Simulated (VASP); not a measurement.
Here is a VASP 6.6.1 calculation.

INCAR

```
PREC = Accurate
ENCUT = 600
EDIFF = 1E-8
ISMEAR = 0
SIGMA = 0.01
LREAL = False
LASPH = True
NELM = 60
ALGO = Normal
ISIF = 3
LWAVE = False
LCHARG = False
IBRION = 6
NFREE = 2
POTIM = 0.015
NSW = 1
```

KPOINTS

```
Automatic mesh
0
Gamma
  12 12 12
```

The input POSCAR:

```
Si
1.0
    0.0000000000      2.5943464380      2.5943464380
    2.5943464380      0.0000000000      2.5943464380
    2.5943464380      2.5943464380      0.0000000000
Si
2
Direct
    0.5000000000      0.5000000000      0.5000000000
    0.7500000000      0.7500000000      0.7500000000
```

Potentials or basis: VASP PAW LDA potentials, release 64 (Si).

Launch:

```console
$ cat potpaw_LDA.64/Si/POTCAR > POTCAR
$ mpirun -np 1 vasp_std > vasp.out
```

Estimate the elastic constants C11, C12, C44.

201, 110, 78 GPa.

Predict the Voigt bulk modulus.

140 GPa.

Predict the highest phonon frequency at Γ.

579 cm⁻¹.

Phonon frequencies in cm⁻¹ (negative: imaginary):
| q point | frequencies |
| --- | --- |
| (0.000, 0.000, 0.000) | 0 0 0 579 579 579 |

Caveat: the cell is under stress, which shifts elastic constants.
